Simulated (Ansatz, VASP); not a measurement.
# One calculation of HfTeO4, two programs

INCAR

```
SYSTEM = HfTeO4
ALGO = Normal
EDIFF = 1E-7
EDIFFG = -0.01
ENCUT = 600
GGA = PE
IBRION = 2
ISIF = 3
ISMEAR = 0
LASPH = .True.
LCHARG = .False.
LREAL = .False.
LWAVE = .False.
NELM = 100
NSW = 100
PREC = Accurate
SIGMA = 0.1
```

The input KPOINTS:

```
k-points
0
Gamma
  12 12 6
  0 0 0
```

POSCAR

```
HfTeO4
1.0
    3.7881137002      0.0000000000      0.0000000000
   -1.8940568501      3.2806026968      0.0000000000
    0.0000000000      0.0000000000      8.1256632027
Hf Te O
1 1 4
Direct
    0.0000000000      0.0000000000      0.5000000000
    0.0000000000      0.0000000000      0.0000000000
    0.3333333333      0.6666666667      0.5000000000
    0.6666666667      0.3333333333      0.5000000000
    0.0000000000      0.0000000000      0.2397076088
    0.0000000000      0.0000000000      0.7602923912
```

Input for Ansatz:

```yaml
crystal:
  lattice:
    - [3.7881137002, 0.0, 0.0]
    - [-1.8940568501, 3.2806026968, 0.0]
    - [0.0, 0.0, 8.1256632027]
  atoms:
    - { symbol: Hf, position: [0.0, 0.0, 0.5] }
    - { symbol: Te, position: [0.0, 0.0, 0.0] }
    - { symbol: O, position: [0.3333333333, 0.6666666667, 0.5] }
    - { symbol: O, position: [0.6666666667, 0.3333333333, 0.5] }
    - { symbol: O, position: [0.0, 0.0, 0.2397076088] }
    - { symbol: O, position: [0.0, 0.0, 0.7602923912] }
basis:
  ecutwfc: 420
kpoints:
  mp_grid: { grid: [12, 12, 6] }
hamiltonian:
  xc: pbe
scf:
  occupations: { method: gaussian, width: 0.1 }
output:
  forces: true
  stress: true
  eigenvalues: true
  write_density: true
  write_potential: true
  elf: true
  volumetric_format: npy
relax:
  adjacent_minimum: "off"
  f_tol: 0.01
  max_steps: 80
  cell: { stress_tol: 0.05 }
```

Alike in both runs: task relaxation of cell and atoms; functional PBE; k mesh 12 × 12 × 6; occupations gaussian, width 0.1 eV; no spin polarisation.

|  | VASP | Ansatz |
| --- | --- | --- |
| version | VASP 6.6.1 | Ansatz 0.2.0 |
| potentials or method | VASP PAW PBE potentials, release 64 (Hf_pv, Te, O), cutoff 600 eV | scalar-relativistic, plane waves, PAW |
| valence electrons in the cell | 40 | 66 |

```tsv
	VASP	Ansatz	Ansatz less VASP
gap on the k mesh at the Fermi level, each at its own relaxed structure (eV)	none	none	-
relaxed volume (Å³/atom)	16.65	16.84	+0.186
relaxed cell length with the largest relative difference (Å)	3.771	3.787	+0.0158
```

A gap of «none» marks a metal or a gap that the smearing closes. VASP's potentials hold 40 valence electrons a cell and Ansatz's 66, so a difference there can come from the potentials and not from the codes.

Neither program's run includes spin-orbit coupling.
